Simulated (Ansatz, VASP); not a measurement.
## NaAl5O2: VASP beside Ansatz

Contents of INCAR:

```
SYSTEM = NaAl5O2
PREC = Accurate
ENCUT = 520
EDIFF = 1E-7
ISMEAR = 0
SIGMA = 0.2
LREAL = Auto
LASPH = .TRUE.
NELM = 100
ALGO = Normal
ISIF = 2
LWAVE = .FALSE.
LCHARG = .FALSE.
GGA = PE
NBANDS = 48
```

The input KPOINTS:

```
regular mesh
0
G
  12 12 1
  0 0 0
```

The input POSCAR:

```
NaAl5O2
1.0
    2.8984699848      0.0000000000      0.0000000000
   -1.4492349924      2.5101486389      0.0000000000
    0.0000000000      0.0000000000     29.1303685557
Na Al O
2 10 4
Direct
    0.6666666667      0.3333333333      0.0920224779
    0.3333333333      0.6666666667      0.9079775221
    0.3333333333      0.6666666667      0.1859592953
    0.0000000000      1.0000000000      0.0000000000
    0.6666666667      0.3333333333      0.8140407047
    0.0000000000      0.0000000000      0.2643067323
    0.0000000000      0.0000000000      0.7356932677
    0.6666666667      0.3333333333      0.5786109836
    0.0000000000      0.0000000000      0.5000000000
    0.3333333333      0.6666666667      0.4213890164
    0.6666666667      0.3333333333      0.3420529962
    0.3333333333      0.6666666667      0.6579470038
    0.0000000000      0.0000000000      0.1496673183
    0.3333333333      0.6666666667      0.0347380490
    0.6666666667      0.3333333333      0.9652619510
    0.0000000000      0.0000000000      0.8503326817
```

Input for Ansatz:

```yaml
crystal:
  lattice:
    - [2.8984699848, 0.0, 0.0]
    - [-1.4492349924, 2.5101486389, 0.0]
    - [0.0, 0.0, 29.1303685557]
  atoms:
    - { symbol: Na, position: [0.6666666667, 0.3333333333, 0.0920224779] }
    - { symbol: Na, position: [0.3333333333, 0.6666666667, 0.9079775221] }
    - { symbol: Al, position: [0.3333333333, 0.6666666667, 0.1859592953] }
    - { symbol: Al, position: [0.0, 1.0, 0.0] }
    - { symbol: Al, position: [0.6666666667, 0.3333333333, 0.8140407047] }
    - { symbol: Al, position: [0.0, 0.0, 0.2643067323] }
    - { symbol: Al, position: [0.0, 0.0, 0.7356932677] }
    - { symbol: Al, position: [0.6666666667, 0.3333333333, 0.5786109836] }
    - { symbol: Al, position: [0.0, 0.0, 0.5] }
    - { symbol: Al, position: [0.3333333333, 0.6666666667, 0.4213890164] }
    - { symbol: Al, position: [0.6666666667, 0.3333333333, 0.3420529962] }
    - { symbol: Al, position: [0.3333333333, 0.6666666667, 0.6579470038] }
    - { symbol: O, position: [0.0, 0.0, 0.1496673183] }
    - { symbol: O, position: [0.3333333333, 0.6666666667, 0.034738049] }
    - { symbol: O, position: [0.6666666667, 0.3333333333, 0.965261951] }
    - { symbol: O, position: [0.0, 0.0, 0.8503326817] }
basis:
  ecutwfc: 420
kpoints:
  mp_grid: { grid: [12, 12, 1] }
hamiltonian:
  xc: pbe
scf:
  occupations: { method: gaussian, width: 0.2 }
  lower_state_search: "off"
output:
  forces: true
  stress: true
  eigenvalues: true
```

Alike in both runs: task single point; functional PBE; k mesh 12 × 12 × 1; occupations gaussian, width 0.2 eV; no spin polarisation.

```csv
,VASP,Ansatz
version,VASP 6.6.1,Ansatz 0.2.0
potentials or method,"VASP PAW PBE potentials, release 64 (Na_pv, Al, O), cutoff 520 eV","scalar-relativistic, plane waves, PAW"
valence electrons in the cell,68,72
```

|  | VASP | Ansatz | Ansatz less VASP |
| --- | --- | --- | --- |
| gap on the k mesh at the Fermi level (eV) | none | none | - |
| pressure (GPa) | 0.0 | 0.0 | 0.00 |
| traceless stress, the component that is largest in VASP (GPa) | 0.12 | 0.15 | +0.025 |
| rms of the force components (eV/Å) | 0.009 | 0.008 | -0.0014 |

Atom by atom the forces differ by 0.003 eV/Å (rms over components). A gap of «none» marks a metal or a gap that the smearing closes. With one functional, cell and mesh, what is left measures potentials, basis and numerics. VASP's potentials hold 68 valence electrons a cell and Ansatz's 72, so a difference there can come from the potentials and not from the codes.
